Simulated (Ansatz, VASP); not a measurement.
# One calculation of PtSe2, two programs

```
CELL_PARAMETERS angstrom
3.75153 0.00000 0.00000
-1.87576 3.24892 0.00000
0.00000 0.00000 13.02830
ATOMIC_POSITIONS crystal
Pt 0.00000 0.00000 0.00000
Pt 0.00000 0.00000 0.50000
Se 0.33333 0.66667 0.10030
Se 0.33333 0.66667 0.60030
Se 0.66667 0.33333 0.39970
Se 0.66667 0.33333 0.89970
```

Alike in both runs: task single point; functional PBE; k mesh 6 × 6 × 1; occupations gaussian, width 0.1 eV; no spin polarisation.

|  | VASP | Ansatz |
| --- | --- | --- |
| version | VASP 6.6.1 | Ansatz 0.2.0 |
| potentials or method | VASP PAW PBE potentials, release 64 (Pt, Se), cutoff 520 eV | scalar-relativistic, plane waves, PAW |
| valence electrons in the cell | 44 | 100 |

VASP gave:

- gap on the k mesh at the Fermi level (eV): 1.31
- least direct gap on the mesh (eV): 1.38
- pressure (GPa): 0.0
- rms of the force components (eV/Å): 0.003

Problem. What did Ansatz give for the same quantities?

Solution. gap on the k mesh at the Fermi level (eV): 1.32; least direct gap on the mesh (eV): 1.39; pressure (GPa): 0.0; rms of the force components (eV/Å): 0.002.

Atom by atom the forces differ by 0.001 eV/Å (rms over components). VASP's potentials hold 44 valence electrons a cell and Ansatz's 100, so a difference there can come from the potentials and not from the codes.

The k mesh is coarse, so the values compare programs but aren't converged. Spin-orbit coupling is off throughout.
